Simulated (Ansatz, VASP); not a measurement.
# PbS in VASP and in Ansatz

```
Pb S
1.0
     2.95468   -2.96891    0.28856
     2.95468    2.96891    0.28856
    -0.58360    0.00000    5.92617
Pb S
2 2
Direct
  0.74998 0.74998 0.75000
  0.25002 0.25002 0.25000
  0.25008 0.25008 0.75003
  0.74992 0.74992 0.24997
```

Alike in both runs: task single point; functional r2SCAN; k mesh 6 × 6 × 4; no spin polarisation.

```csv
,VASP,Ansatz
version,VASP 6.6.1,Ansatz 0.2.0
potentials or method,"VASP PAW PBE potentials, release 64 (Pb_d, S)","plane waves, PAW"
plane-wave cutoff (eV),520,500
occupations,"gaussian, width 0.01 eV",fixed
valence electrons in the cell,40,40
```

```csv
,VASP,Ansatz,Ansatz less VASP
gap on the k mesh at the Fermi level (eV),0.64,0.63,-0.010
```

VASP's potentials were made for PBE, not for r2SCAN.

Spin-orbit coupling is off throughout.
